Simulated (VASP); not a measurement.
Runs of VASP 6.6.1 on Ir. The structure is that of space group Pm-3m (No. 221), or close to it. The cells are those of the table. 

| task | level | cell | smearing | k mesh for the DOS | occupations for the DOS | gap on the mesh (eV) | pressure (GPa) |
| --- | --- | --- | --- | --- | --- | --- | --- |
| single point | PBEsol | a = 2.540 Å, 1 atom | methfessel-paxton 0.025 eV | - | - | none | 0.5 |
| single point | revPBE | a = 2.407 Å, 1 atom | fermi-dirac 0.05 eV | - | - | none | (a) |
| single point | PBEsol | a = 2.308 Å, 1 atom | fermi-dirac 0.05 eV | - | - | none | 160.2 |
| single point | PBEsol | a = 2.541 Å, 1 atom | fermi-dirac 0.05 eV | - | - | none | 0.5 |

Alike in all rows: potentials or basis VASP PAW PBE potentials, release 64 (Ir); no spin polarisation; k mesh 17 × 17 × 17; cutoff (eV) 520.

Problem. Estimate the missing entries.

Solution. (a) 82.4.

Caveats: the PAW data sets were made with another functional, which shifts forces and pressure a little; spin-orbit coupling is left out, which moves the levels of the heavy elements.

A k mesh can miss the band edges, and the runs leave out spin-orbit coupling on Ir.

A gap of «none» marks levels without a gap at the run's occupations.
